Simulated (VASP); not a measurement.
Set up this calculation in VASP 6.6.1, as the native input.

```yaml
Task: relaxation of shape and atoms at fixed volume
Functional: PBE
Potentials_or_basis: VASP PAW PBE potentials, release 64 (Cd)
Cutoff: 600 eV
k_mesh: 14 × 14 × 13
Occupations: fermi-dirac, width 0.1 eV
Spin: no spin polarisation
Dipole_correction: no
Further_INCAR_settings: ALGO = Normal; EDIFF = 1e-06; IBRION = 2; EDIFFG = -0.005; NSW = 50; ISIF = 4
```

The structure of Cd lies in POSCAR:

```
Cd
1.0
    2.8682009254      0.0000000000      0.0000000000
   -1.4341004627      2.4839348646      0.0000000000
    0.0000000000      0.0000000000      2.9771546616
Cd
1
Direct
    0.0000000000      0.0000000000      0.0000000000
```

This isn't the form of Cd at room conditions, which is hcp.

The input as run:

INCAR

```
SYSTEM = Cd
PREC = Accurate ; ENCUT = 600
EDIFF = 1E-6 ; ISMEAR = -1
SIGMA = 0.1 ; LREAL = .False.
LASPH = .True. ; NELM = 80
ALGO = Normal ; ISIF = 4
LWAVE = .False. ; LCHARG = .False.
GGA = PE ; IBRION = 2
NSW = 50 ; EDIFFG = -0.005
```

KPOINTS

```
Automatic mesh
0
Gamma
  14 14 13
  0 0 0
```

Potentials or basis: VASP PAW PBE potentials, release 64 (Cd).

Run with:

```sh
$ cat potpaw_PBE.64/Cd/POTCAR > POTCAR
$ mpirun -np 1 vasp_std > vasp.out
```

Results of the run:

```json
{
  "Energy gained by relaxing": "2.2 meV/atom",
  "Ionic steps": "4",
  "Pressure after relaxing": "10.2 GPa",
  "Band gap on the k mesh": "zero (bands 6 and 7 overlap by 5.86 eV)"
}
```

Run time: 34 s on 1 thread of Intel(R) Xeon(R) Platinum 8124M CPU @ 3.00GHz (Skylake/Cascade Lake), on a shared host, peak memory 0.17 GiB.
